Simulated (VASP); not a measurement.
# SiC (P6_3mc) in VASP: further runs, part 2 of 2

VASP 6.6.1.

### 3 Single point, PBE

This run uses another cell than the first one, of 10.34 Å³/atom, 1.062 times its volume.

INCAR

```
SYSTEM = SiC
PREC     = Accurate       ! precision mode
ENCUT    = 520            ! plane-wave cutoff, eV
EDIFF    = 1E-7           ! SCF threshold, eV
ISMEAR   = -1             ! smearing method
SIGMA    = 0.02           ! smearing width, eV
LREAL    = .False.        ! projectors in reciprocal space
LASPH    = .True.         ! aspherical terms in the spheres
NELM     = 60             ! most SCF steps
ALGO     = Normal         ! electronic algorithm
ISIF     = 2              ! what is computed and relaxed
LWAVE    = .False.        ! write WAVECAR
LCHARG   = .False.        ! write CHGCAR
GGA      = PE             ! functional
NBANDS   = 16             ! bands
```

KPOINTS

```
Automatic mesh
0
Gamma
  12 12 6
  0 0 0
```

POSCAR

```
SiC
1.0
    3.0753562433      0.0000000000      0.0000000000
   -1.5376781217      2.6633366324      0.0000000000
    0.0000000000      0.0000000000      5.0481080951
Si C
2 2
Direct
    0.3333333333      0.6666666667     -0.0004084047
    0.6666666667      0.3333333333      0.4995915953
    0.3333333333      0.6666666667      0.3754084047
    0.6666666667      0.3333333333      0.8754084047
```

Potentials or basis: VASP PAW PBE potentials, release 64 (Si, C).

The run is started by

```bash
cat potpaw_PBE.64/Si/POTCAR potpaw_PBE.64/C/POTCAR > POTCAR
mpirun -np 1 vasp_std > vasp.out
```

OUTCAR:

```text
SYSTEM = SiC
   PREC = Accurate
   ENCUT = 520
   EDIFF = 1E-7
   ISMEAR = -1
   LREAL = .False.
   LASPH = .True.
   NELM = 60
   ISIF = 2
   GGA = PE

 ion  position               nearest neighbor table
   1  0.333  0.667  1.000-   4 1.88   4 1.88   4 1.88   3 1.90   2 3.09   2 3.09   2 3.09   2 3.09
                             2 3.09   2 3.09
   2  0.667  0.333  0.500-   3 1.88   3 1.88   3 1.88   4 1.90   1 3.09   1 3.09   1 3.09   1 3.09
                             1 3.09   1 3.09
   3  0.333  0.667  0.375-   2 1.88   2 1.88   2 1.88   1 1.90
   4  0.667  0.333  0.875-   1 1.88   1 1.88   1 1.88   2 1.90

  LATTYP: Found a hexagonal cell.
 ALAT       =     3.0753562433
 C/A-ratio  =     1.6414710023

  Lattice vectors:

 A1 = (   3.0753562433,   0.0000000000,   0.0000000000)
 A2 = (  -1.5376781217,   2.6633366324,   0.0000000000)
 A3 = (   0.0000000000,   0.0000000000,   5.0481080951)

Analysis of symmetry for initial positions (statically):
=====================================================================
 Subroutine PRICEL returns:
 Original cell was already a primitive cell.

 Routine SETGRP: Setting up the symmetry group for a
 hexagonal supercell.

 Subroutine GETGRP returns: Found 12 space group operations
 (whereof  6 operations were pure point group operations)
 out of a pool of 24 trial point group operations.

The static configuration has the point symmetry C_3v.
 The point group associated with its full space group is C_6v.

Analysis of symmetry for dynamics (positions and initial velocities):
=====================================================================
 Subroutine PRICEL returns:
 Original cell was already a primitive cell.

 Routine SETGRP: Setting up the symmetry group for a
 hexagonal supercell.

 Subroutine GETGRP returns: Found 12 space group operations
 (whereof  6 operations were pure point group operations)
 out of a pool of 24 trial point group operations.

The dynamic configuration has the point symmetry C_3v.
 The point group associated with its full space group is C_6v.
[... 120 lines left out ...]
   IALGO  =     38    algorithm
   IMIX   =      4    mixing-type and parameters
     AMIX     =   0.40;   BMIX     =  1.00
     AMIX_MAG =   1.60;   BMIX_MAG =  1.00
  volume/ion in A,a.u.               =      10.34        69.76
  Fermi-wavevector in a.u.,A,eV,Ry     =   1.192975  2.254396 19.363676  1.423190
  Thomas-Fermi vector in A             =   2.329001
   LORBIT       =      0    0 simple, 1 ext, 2 COOP (PROOUT), +10 PAW based schemes
   GGA     = PE    functional components
[... 5 lines left out ...]
 non-spin polarized calculation
  energy-cutoff  :      520.00
  volume of cell :       41.35
 maximum number of plane-waves:      1126
 NGX is ok and might be reduce to    24
   NGX = 11   NGY = 11   NGZ = 19

 number of electron      16.0000000 magnetization

 Free energy of the ion-electron system (eV)
  ---------------------------------------------------
  ext. energy  EPLUGINS =         0.00000000
  ---------------------------------------------------
  free energy    TOTEN  =       -30.10310638 eV

  energy without entropy =      -30.10310638  energy(sigma->0) =      -30.10310638

 E-fermi :   8.6737     XC(G=0): -11.3520

 val. band max:        8.2643916364   @ k =   0.0000   0.0000   0.0000
 cond. band min:      10.5380556023   @ k =   0.3333   0.3333   0.0000
 fundamental gap:      2.2736639659
 Fermi energy:         8.6736749129

 k-point     1 :       0.0000    0.0000    0.0000
  band No.  band energies     occupation
      1      -7.3083      2.00000
      2      -3.7417      2.00000
      3      -0.4360      2.00000
      4       6.9484      2.00000
      5       6.9484      2.00000
      6       8.1517      2.00000
[... 433 lines left out ...]
      3       0.9364      2.00000
      4       2.6224      2.00000
      5       3.4855      2.00000
      6       5.4161      2.00000
[... 8 lines left out ...]
     15      19.5749      0.00000
     16      20.3292      0.00000

 [... further k-points ...]

------------------------ aborting loop because EDIFF is reached ----------------------------------------

  FORCE on cell =-STRESS in cart. coord.  units (eV):
  Direction    XX          YY          ZZ          XY          YZ          ZX
  --------------------------------------------------------------------------------------
  -------------------------------------------------------------------------------------
  Total        0.9067972      0.9067972      0.8612231     -0.0000000      0.0000000      0.0000000
  in kB       35.1374795     35.1374795     33.3715280     -0.0000000      0.0000000      0.0000000
  external PRESSURE =      34.5488290 kB  Pullay stress =       0.0000000 kB

 VOLUME and BASIS-vectors are now :
 -----------------------------------------------------------------------------
  energy-cutoff  :      520.00
  volume of cell :       41.35
      direct lattice vectors                 reciprocal lattice vectors
     3.075356243  0.000000000  0.000000000     0.325165581  0.187734436  0.000000000
    -1.537678122  2.663336632  0.000000000     0.000000000  0.375468872  0.000000000
     0.000000000  0.000000000  5.048108095     0.000000000  0.000000000  0.198094015

 POSITION                                       TOTAL-FORCE (eV/Angst)
 -----------------------------------------------------------------------------------
     -0.00000      1.77556      5.04605        -0.000000     -0.000000      0.003133
      1.53768      0.88778      2.52199         0.000000      0.000000      0.003133
     -0.00000      1.77556      1.89510        -0.000000      0.000000     -0.003133
      1.53768      0.88778      4.41916         0.000000     -0.000000     -0.003133
 -----------------------------------------------------------------------------------
    total drift:                               -0.000000      0.000000     -0.000127

  FREE ENERGIE OF THE ION-ELECTRON SYSTEM (eV)
  ---------------------------------------------------
  free  energy   TOTEN  =       -30.1031063800 eV

  energy  without entropy=      -30.1031063800  energy(sigma->0) =      -30.10310638
```

Run time: 16 s. Hardware: 1 thread of Intel Xeon 6975P-C (Granite Rapids), shared host; peak memory 0.17 GiB.

What came out:

```
Free energy            : -30.1031 eV
Pressure               : 3.5 GPa
Largest force          : 0.003 eV/Å
Band gap on the k mesh : 2.27 eV, indirect (least direct gap 3.97 eV)
```

Forces in eV/Å, atoms in the order of the input:
```
Si   0.000  0.000  0.003
Si   0.000  0.000  0.003
C    0.000  0.000 -0.003
C    0.000  0.000 -0.003
```

Stress tensor (GPa, compression positive):
```
3.51 0.00 0.00
0.00 3.51 0.00
0.00 0.00 3.34
```

A k mesh can miss the band edges.

### 4 Single point, PBE (epitaxial xy strain +2.5%)

INCAR

```
SYSTEM = SiC
PREC = Accurate
ENCUT = 520
EDIFF = 1E-7
ISMEAR = -1
SIGMA = 0.02
LREAL = .FALSE.
LASPH = .TRUE.
NELM = 80
ALGO = Normal
ISIF = 2
LWAVE = .FALSE.
LCHARG = .FALSE.
GGA = PE
NBANDS = 16
```

KPOINTS

```
regular mesh
0
G
  12 12 6
  0 0 0
```

POSCAR

```
SiC
1.0
    3.1522401494      0.0000000000      0.0000000000
   -1.5761200747      2.7299200482      0.0000000000
    0.0000000000      0.0000000000      5.0283199721
Si C
2 2
Direct
    0.3333333333      0.6666666667     -0.0016257825
    0.6666666667      0.3333333333      0.4983742175
    0.3333333333      0.6666666667      0.3766257825
    0.6666666667      0.3333333333      0.8766257825
```

The run is started by

```bash
cat potpaw_PBE.64/Si/POTCAR potpaw_PBE.64/C/POTCAR > POTCAR
mpirun -np 1 vasp_std > vasp.out
```

It took 16 s on 1 thread of Intel Xeon 6975P-C (Granite Rapids), shared host; peak memory 0.17 GiB.

Results (log left out):

| Quantity | Value |
| --- | --- |
| Free energy | -30.0521 eV |
| Pressure | -6.0 GPa |
| Largest force | 0.034 eV/Å |
| Band gap on the k mesh | 2.43 eV, indirect (least direct gap 3.65 eV) |

Forces in eV/Å, atoms in the order of the input:
```
Si   0.000  0.000 -0.034
Si   0.000  0.000 -0.034
C    0.000  0.000  0.034
C    0.000  0.000  0.034
```

Stress tensor (GPa, compression positive):
```
-10.41   0.00   0.00
  0.00 -10.41   0.00
  0.00   0.00   2.96
```

Levels at points of the mesh, in eV from the valence-band top:
```
           k point  band 4  band 5  band 6  band 7  band 8  band 9  band 10  band 11  band 12  band 13
(0.00, 0.00, 0.00)   -1.53   -1.53   -0.10   -0.10    0.00    3.93     5.90     6.13     6.13     7.58
(0.50, 0.00, 0.00)   -6.09   -5.33   -3.43   -3.20   -1.21    2.43     4.32     6.47     6.84    10.08
(0.00, 0.00, 0.50)   -4.17   -0.88   -0.88   -0.88   -0.88    5.13     5.13     6.86     6.86     6.86
(0.50, 0.00, 0.50)   -8.12   -2.53   -2.53   -2.18   -2.18    3.20     3.20     5.13     5.13    10.09
```

Caveat: the cell differs from its parent crystal (epitaxial xy strain +2.5%).

### 5 The runs side by side

| cell | gap on the mesh (eV) | pressure (GPa) |
| --- | --- | --- |
| a = 3.014, b = 3.014, c = 4.947 Å, angles 90.0, 90.0, 120.0°, 4 atoms | 2.16 | 18.9 |
| a = 3.075, b = 3.075, c = 5.048 Å, angles 90.0, 90.0, 120.0°, 4 atoms | 2.27 | 3.5 |
| a = 3.152, b = 3.152, c = 5.028 Å, angles 90.0, 90.0, 120.0°, 4 atoms | 2.43 | -6.0 |

Alike in all rows: task single point; level PBE; potentials or basis VASP PAW PBE potentials, release 64 (Si, C); no spin polarisation; k mesh 12 × 12 × 6; cutoff (eV) 520; smearing fermi-dirac 0.02 eV.

Absolute energies hang on the potentials; compare differences alone.
